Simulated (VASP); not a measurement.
The system is TaSiF.

```
Ta Si F
1.0
     3.31152    0.00000    0.00000
     0.00000    3.31152    0.00000
     0.00000    0.00000    4.30452
Ta Si F
1 1 1
Direct
  0.00000 0.00000 0.50000
  0.50000 0.50000 0.50000
  0.00000 0.00000 0.00000
```

The cell was generated, and may not be a known phase.

- Program: VASP 6.6.1
- Task: relaxation of cell and atoms
- Functional: PBE
- Potentials or basis: VASP PAW PBE potentials, release 64 (Ta_pv, Si, F)
- Cutoff: 600 eV
- k mesh: 6 × 6 × 4
- Occupations: gaussian, width 0.1 eV
- Spin: no spin polarisation

At the start: pressure 22.8 GPa; volume 15.73 Å³/atom.

**Question.** How do energy, volume and symmetry change on relaxing?

**Answer.** Over 7 steps the energy falls by 278.4 meV/atom and the volume is 17.64 Å³/atom (+12.1 %); space group P4/mmm (No. 123, to 0.1 Å) before and after.

The path:
| step | energy change (eV) | largest force (eV/Å) | pressure (GPa) | volume (Å³) |
| --- | --- | --- | --- | --- |
| 1 | 0.0000 | 0.0000 | 22.78 | 47.20 |
| 2 | -0.0382 | 0.0000 | -14.97 | 63.35 |
| 3 | -0.8107 | 0.0000 | -3.34 | 54.49 |
| 4 | -0.8121 | 0.0000 | -2.72 | 54.21 |
| 5 | -0.8122 | 0.0000 | -2.39 | 54.07 |
| 6 | -0.8293 | 0.0000 | 1.51 | 52.39 |
| 7 | -0.8351 | 0.0000 | 0.11 | 52.93 |

Final structure:
```yaml
crystal:
  lattice:
    - [3.57230, 0.00000, 0.00000]
    - [0.00000, 3.57230, 0.00000]
    - [0.00000, 0.00000, 4.14758]
  atoms:
    - { symbol: Ta, position: [0.00000, 0.00000, 0.50000] }
    - { symbol: Si, position: [0.50000, 0.50000, 0.50000] }
    - { symbol: F, position: [0.00000, 0.00000, 0.00000] }
```

Caveat: the k points lie up to 0.38 Å⁻¹ apart in the final cell, too coarse for converged energies and pressures of a metal.
